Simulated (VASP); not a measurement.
Here is a VASP 6.6.1 calculation.

File INCAR:

```
PREC = Accurate ; ENCUT = 600
EDIFF = 1E-7 ; ISMEAR = -1
SIGMA = 0.05 ; LREAL = False
LASPH = True ; NELM = 120
ALGO = Normal ; ISIF = 3
LWAVE = False ; LCHARG = False
GGA = PS ; IVDW = 12
IBRION = 2 ; NSW = 60
EDIFFG = -0.01 ; GGA_COMPAT = False
NELMIN = 4
```

KPOINTS

```
Automatic mesh
0
Gamma
  10 10 10
```

The input POSCAR:

```
ZrC
1.0
    0.0000000000      2.3650000000      2.3650000000
    2.3650000000      0.0000000000      2.3650000000
    2.3650000000      2.3650000000      0.0000000000
Zr C
1 1
Direct
    0.5000000000      0.5000000000      0.5000000000
    0.0000000000      0.0000000000      0.0000000000
```

Potentials or basis: VASP PAW PBE potentials, release 64 (Zr_sv, C).

Launch:

```sh
$ cat potpaw_PBE.64/Zr_sv/POTCAR potpaw_PBE.64/C/POTCAR > POTCAR
$ mpirun -np 1 vasp_std > vasp.out
```

Task: What does it give for the band gap on the k mesh?

Result: Zero (bands 8 and 9 overlap by 1.28 eV).

Task: What does it give for the relaxed cell?

Result: a = 3.279 Å, b = 3.279 Å, c = 3.279 Å, α = 60.00°, β = 60.00°, γ = 60.00°.

Final structure:
```
Zr C
1.0
     0.00000    2.31859    2.31859
     2.31859    0.00000    2.31859
     2.31859    2.31859    0.00000
Zr C
1 1
Direct
  0.50000 0.50000 0.50000
  0.00000 0.00000 0.00000
```
